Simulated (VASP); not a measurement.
Wanted: the native input for a VASP 6.6.1 run.

```
Task                   : single point
Functional             : PBEsol
Potentials or basis    : VASP PAW PBE potentials, release 64 (K_sv, Pd)
Cutoff                 : 520 eV
k mesh                 : 8 × 8 × 8
Occupations            : gaussian, width 0.1 eV
Spin                   : no spin polarisation
Dipole correction      : no
Further INCAR settings : ALGO = Fast; EDIFF = 1e-06; NBANDS = 26
```

The structure of K3Pd lies in POSCAR:

```
K3Pd
1.0
    5.3514676767      0.0000000000      0.0000000000
    0.0000000000      5.3514676767      0.0000000000
    0.0000000000      0.0000000000      5.3514676767
K Pd
3 1
Direct
    0.5000000000      0.5000000000      0.0000000000
    0.5000000000      0.0000000000      0.5000000000
    0.0000000000      0.5000000000      0.5000000000
    0.0000000000      0.0000000000      0.0000000000
```

This cell differs from its parent crystal: strained.

One way to write it, as run:

INCAR

```
PREC = Accurate
ENCUT = 520
EDIFF = 1E-6
ISMEAR = 0
SIGMA = 0.1
LREAL = False
LASPH = True
NELM = 60
ALGO = Fast
ISIF = 2
LWAVE = False
LCHARG = False
GGA = PS
NBANDS = 26
```

KPOINTS

```
Automatic mesh
0
Gamma
  8 8 8
```

Potentials or basis: VASP PAW PBE potentials, release 64 (K_sv, Pd).

Run with:

```sh
$ cat potpaw_PBE.64/K_sv/POTCAR potpaw_PBE.64/Pd/POTCAR > POTCAR
$ mpirun -np 1 vasp_std > vasp.out
```

It gave:

| Item | Value |
| --- | --- |
| Pressure | -0.3 GPa |

Caveat: the cell differs from its parent crystal (strained); the PAW data sets were made with another functional, which shifts forces and pressure a little.

Run time: 110 s on 1 thread of Intel(R) Xeon(R) 6975P-C (Granite Rapids) (shared host), peak memory 0.32 GiB.
